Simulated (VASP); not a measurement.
# WC (Fm-3m) in VASP: further runs

Runs on WC. Level: r2SCAN. Tasks: single point.

Program: VASP 6.6.1. These are calculated values, not measurements. Logs are shortened: lines on timing, memory, paths and dates and some standing lists are left out, and cuts for length are marked.

**1. The cell of the first run**

It takes space group Fm-3m (No. 225, cubic). The conventional cell has a = 4.234 Å, b = 4.234 Å, c = 4.234 Å, α = 90.00°, β = 90.00°, γ = 90.00°. Within 2.8 Å of W (site symmetry m-3m) lie 6 C at 2.12 Å. C (site symmetry m-3m) has 6 W at 2.12 Å within 2.8 Å.

**2. Single point, r2SCAN**

The input, POSCAR:

```
WC
1.0
    0.0000000000      2.1170131258      2.1170131258
    2.1170131258      0.0000000000      2.1170131258
    2.1170131258      2.1170131258      0.0000000000
W C
1 1
Direct
    0.0000000000      0.0000000000      0.0000000000
    0.5000000000      0.5000000000      0.5000000000
```

The input, INCAR.step1:

```
SYSTEM = WC
PREC = Accurate
ENCUT = 520
ISMEAR = -1
SIGMA = 0.1
LREAL = .False.
LASPH = .True.
NELM = 80
NBANDS = 16
GGA = PE
ALGO = Normal
EDIFF = 1E-4
LWAVE = .True.
LCHARG = .False.
```

The input, INCAR.step2:

```
SYSTEM = WC
PREC = Accurate
ENCUT = 520
EDIFF = 1E-7
ISMEAR = -1
SIGMA = 0.1
LREAL = .False.
LASPH = .True.
NELM = 80
ALGO = Normal
ISIF = 2
LWAVE = .False.
LCHARG = .False.
METAGGA = R2SCAN
LMIXTAU = .True.
NBANDS = 16
ISTART = 1
```

The input, KPOINTS:

```
regular mesh
0
Gamma
  11 11 11
  0 0 0
```

Potentials or basis: VASP PAW PBE potentials, release 64 (W_sv, C).

Run with:

```bash
$ cat potpaw_PBE.64/W_sv/POTCAR potpaw_PBE.64/C/POTCAR > POTCAR
$ cp INCAR.step1 INCAR
$ mpirun -np 1 vasp_std > vasp.out
$ cp INCAR.step2 INCAR
$ mpirun -np 1 vasp_std > vasp.out
```

OUTCAR:

```text
SYSTEM = WC
   PREC = Accurate
   ENCUT = 520
   EDIFF = 1E-7
   ISMEAR = -1
   LREAL = .False.
   LASPH = .True.
   NELM = 80
   ISIF = 2
   METAGGA = R2SCAN
   ISTART = 1

 ion  position               nearest neighbor table
   1  0.000  0.000  0.000-   2 2.12   2 2.12   2 2.12   2 2.12   2 2.12   2 2.12
   2  0.500  0.500  0.500-   1 2.12   1 2.12   1 2.12   1 2.12   1 2.12   1 2.12

  LATTYP: Found a face centered cubic cell.
 ALAT       =     4.2340262516

  Lattice vectors:

 A1 = (   0.0000000000,   2.1170131258,   2.1170131258)
 A2 = (   2.1170131258,   0.0000000000,   2.1170131258)
 A3 = (   2.1170131258,   2.1170131258,   0.0000000000)

Analysis of symmetry for initial positions (statically):
=====================================================================
 Subroutine PRICEL returns:
 Original cell was already a primitive cell.

 Routine SETGRP: Setting up the symmetry group for a
 face centered cubic supercell.

 Subroutine GETGRP returns: Found 48 space group operations
 (whereof 48 operations were pure point group operations)
 out of a pool of 48 trial point group operations.

The static configuration has the point symmetry O_h .

Analysis of symmetry for dynamics (positions and initial velocities):
=====================================================================
 Subroutine PRICEL returns:
 Original cell was already a primitive cell.

 Routine SETGRP: Setting up the symmetry group for a
 face centered cubic supercell.

 Subroutine GETGRP returns: Found 48 space group operations
 (whereof 48 operations were pure point group operations)
 out of a pool of 48 trial point group operations.

The dynamic configuration has the point symmetry O_h .

 Subroutine INISYM returns: Found 48 space group operations
 (whereof 48 operations are pure point group operations),
 and found     1 'primitive' translations

----------------------------------------------------------------------------------------

                                     Primitive cell

  volume of cell :      18.9758

  direct lattice vectors                    reciprocal lattice vectors
     0.000000000  2.117013126  2.117013126    -0.236181814  0.236181814  0.236181814
     2.117013126  0.000000000  2.117013126     0.236181814 -0.236181814  0.236181814
     2.117013126  2.117013126  0.000000000     0.236181814  0.236181814 -0.236181814

  length of vectors
     2.993908674  2.993908674  2.993908674     0.409078901  0.409078901  0.409078901

  position of ions in fractional coordinates (direct lattice)
     0.000000000  0.000000000  0.000000000
     0.500000000  0.500000000  0.500000000
[... 72 lines left out ...]
   LNONCOLLINEAR =      F non collinear calculations
   LSORBIT =      F    spin-orbit coupling
   LASPH  =      T    aspherical Exc in radial PAW
   ENCUT  =  520.0 eV  38.22 Ry    6.18 a.u.   5.57  5.57  5.57*2*pi/ulx,y,z
   NELM   =     80;   NELMIN=  2; NELMDL=  0     # of ELM steps
   EDIFF  = 0.1E-06   stopping-criterion for ELM
   LREAL  =      F    real-space projection
   EDIFFG = 0.1E-05   stopping-criterion for IOM
   NSW    =      0    number of steps for IOM
   IBRION =     -1    ionic relax: 0-MD 1-quasi-New 2-CG
   NFREE  =      0    steps in history (QN), initial steepest desc. (CG)
   ISIF   =      2    stress and relaxation
   ISYM   =      2    0-nonsym 1-usesym 2-fastsym
   POTIM  = 0.5000    time-step for ionic-motion
   TEBEG  =    0.0;   TEEND  =   0.0 temperature during run
   PSTRESS=    0.0 pullay stress
   NELECT =      18.0000    total number of electrons
   NUPDOWN=      -1.0000    fix difference up-down
   EMIN   =  10.00;   EMAX   =-10.00  energy-range for DOS
   EFERMI =   0.00;   METHOD = LEGACY
   ISMEAR =    -1;   SIGMA  =   0.10  broadening in eV -4-tet -1-fermi 0-gaus
   EFERMI_NEDOS =   21; number of points for ismear=-14 and -15
   IALGO  =     38    algorithm
   IMIX   =      4    mixing-type and parameters
     AMIX     =   0.40;   BMIX     =  1.00
     AMIX_MAG =   1.60;   BMIX_MAG =  1.00
  volume/ion in A,a.u.               =       9.49        64.03
  Fermi-wavevector in a.u.,A,eV,Ry     =   1.608541  3.039702 35.203768  2.587404
  Thomas-Fermi vector in A             =   2.704394
   LORBIT       =      0    0 simple, 1 ext, 2 COOP (PROOUT), +10 PAW based schemes
   METAGGA = R2SCAN    functional components
   LHFCALC =     F    Hartree Fock is set to
   AEXX    =    0.0000 exact exchange contribution
   IVDW    =     0    specifies the selected vdW correction
   LEPSILON=     F    determine dielectric tensor
   LRPA    =     F    only Hartree local field effects (RPA)
 non-spin polarized calculation
  energy-cutoff  :      520.00
  volume of cell :       18.98
 maximum number of plane-waves:       532
   NGX = 11   NGY = 11   NGZ = 11

 number of electron      18.0000001 magnetization

 Free energy of the ion-electron system (eV)
  ---------------------------------------------------
  ext. energy  EPLUGINS =         0.00000000
  ---------------------------------------------------
  free energy    TOTEN  =       -60.38333901 eV

  energy without entropy =      -60.34777616  energy(sigma->0) =      -60.36555758

 E-fermi :  14.0944     XC(G=0): -15.5485

 val. band max:       14.0671057825   @ k =  -0.2727   0.0909   0.0000
 cond. band min:      14.0951369662   @ k =   0.2727   0.2727   0.0000
 fundamental gap:      0.0280311837
 Fermi energy:        14.0944171534

 k-point     1 :       0.0000    0.0000    0.0000
  band No.  band energies     occupation
      1     -63.3209      2.00000
      2     -26.6330      2.00000
      3     -26.6330      2.00000
      4     -26.6330      2.00000
      5      -3.5970      2.00000
      6      10.8006      2.00000
[... 433 lines left out ...]
      3     -26.8402      2.00000
      4     -26.6734      2.00000
      5      -1.0929      2.00000
      6       6.1152      2.00000
[... 8 lines left out ...]
     15      28.3472      0.00000
     16      29.8957      0.00000

 [... further k-points ...]
[... 5 lines left out ...]
  --------------------------------------------------------------------------------------
  -------------------------------------------------------------------------------------
  Total        5.3342981      5.3342981      5.3342981      0.0000000      0.0000000     -0.0000000
  in kB      450.3884234    450.3884234    450.3884234      0.0000000      0.0000000     -0.0000000
  external PRESSURE =     450.3884234 kB  Pullay stress =       0.0000000 kB

 VOLUME and BASIS-vectors are now :
 -----------------------------------------------------------------------------
  energy-cutoff  :      520.00
  volume of cell :       18.98
      direct lattice vectors                 reciprocal lattice vectors
     0.000000000  2.117013126  2.117013126    -0.236181814  0.236181814  0.236181814
     2.117013126  0.000000000  2.117013126     0.236181814 -0.236181814  0.236181814
     2.117013126  2.117013126  0.000000000     0.236181814  0.236181814 -0.236181814

 POSITION                                       TOTAL-FORCE (eV/Angst)
 -----------------------------------------------------------------------------------
      0.00000      0.00000      0.00000        -0.000000      0.000000     -0.000000
      2.11701      2.11701      2.11701         0.000000     -0.000000      0.000000
 -----------------------------------------------------------------------------------
    total drift:                                0.000000     -0.000000     -0.000000

  FREE ENERGIE OF THE ION-ELECTRON SYSTEM (eV)
  ---------------------------------------------------
  free  energy   TOTEN  =       -60.3833390053 eV

  energy  without entropy=      -60.3477761607  energy(sigma->0) =      -60.36555758
```

It took 26 s on 1 thread of Intel Xeon 6975P-C (Granite Rapids), shared host; peak memory 0.15 GiB.

Results:

| Quantity | Value |
| --- | --- |
| Free energy | -60.3833 eV |
| Pressure | 45.0 GPa |
| Band gap on the k mesh | zero (band 9 reaches 15.28 eV, above the bottom of band 10 at 11.52 eV) |

Levels at points of the mesh, in eV from the Fermi level:
```tsv
k point	band 7	band 8	band 9	band 10	band 11	band 12
(0.00, 0.00, 0.00)	-3.29	-3.29	-1.40	-1.40	-1.40	-1.15
```

Caveat: the PAW data sets were made with another functional, which shifts forces and pressure a little; spin-orbit coupling is left out, which moves the levels of the heavy elements.

**3. Single point, r2SCAN**

This run uses another cell than the first one, of 9.75 Å³/atom, 1.028 times its volume.

The input, POSCAR:

```
WC
1.0
    0.0000000000      2.1364363495      2.1364363495
    2.1364363495      0.0000000000      2.1364363495
    2.1364363495      2.1364363495      0.0000000000
W C
1 1
Direct
    0.0000000000      0.0000000000      0.0000000000
    0.5000000000      0.5000000000      0.5000000000
```

INCAR.step1, as its differences from that of step 2:

```diff
@@ -7,3 +7,3 @@
 LASPH = .True.
-NELM = 80
+NELM = 60
 NBANDS = 16
```

INCAR.step2, as its differences from that of step 2:

```diff
@@ -3,3 +3,3 @@
 ENCUT = 520
-EDIFF = 1E-7
+EDIFF = 1E-6
 ISMEAR = -1
@@ -8,3 +8,3 @@
 LASPH = .True.
-NELM = 80
+NELM = 60
 ALGO = Normal
```

KPOINTS is that of step 2.

Potentials or basis: VASP PAW PBE potentials, release 64 (W_sv, C).

Run with:

```bash
$ cat potpaw_PBE.64/W_sv/POTCAR potpaw_PBE.64/C/POTCAR > POTCAR
$ cp INCAR.step1 INCAR
$ mpirun -np 1 vasp_std > vasp.out
$ cp INCAR.step2 INCAR
$ mpirun -np 1 vasp_std > vasp.out
```

Wall time 22 s (1 thread of Intel Xeon 6975P-C (Granite Rapids), shared host); peak memory 0.16 GiB.

Results (log left out):

| Item | Value |
| --- | --- |
| Free energy | -60.5072 eV |
| Pressure | 30.4 GPa |
| Band gap on the k mesh | zero (band 9 reaches 14.77 eV, above the bottom of band 10 at 11.16 eV) |

Levels at points of the mesh, in eV from the Fermi level:
```tsv
k point	band 5	band 6	band 7	band 8	band 9	band 10	band 11	band 12	band 13	band 14
(0.00, 0.00, 0.00)	-17.44	-3.17	-3.17	-3.17	-1.34	-1.34	-1.34	-1.12	-1.12	7.95
```

Caveat: the PAW data sets were made with another functional, which shifts forces and pressure a little; spin-orbit coupling is left out, which moves the levels of the heavy elements.
